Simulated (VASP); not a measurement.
Runs of VASP 6.6.1 on TePb. The structure is that of space group Fm-3m (No. 225), or close to it. The cells are those of the table. 

| task | level | cell | gap on the mesh (eV) | pressure (GPa) |
| --- | --- | --- | --- | --- |
| single point | PBE | a = 4.601 Å, angles 60.0°, 2 atoms | 0.78 | 1.1 |
| single point | PBE | a = 4.525 Å, angles 60.0°, 2 atoms | 0.67 | 3.6 |
| electric field gradients | PBE | a = 4.564 Å, angles 60.0°, 2 atoms | 0.73 | (b) |
| electric field gradients | PBE | a = 4.601 Å, angles 60.0°, 2 atoms | 0.78 | 1.1 |
| electric field gradients | PBE+D3(BJ) | a = 4.601 Å, angles 60.0°, 2 atoms | 0.78 | (a) |

Alike in all rows: potentials or basis VASP PAW PBE potentials, release 64 (Te, Pb_d); no spin polarisation; k mesh 10 × 10 × 10; cutoff (eV) 520; smearing fermi-dirac 0.03 eV.

Task: Fill in the values left out.

Result: (a) -0.8; (b) 2.3.

Caveats: spin-orbit coupling is left out, which moves the levels of the heavy elements.

A k mesh can miss the band edges, and the runs leave out spin-orbit coupling on Pb, Te.
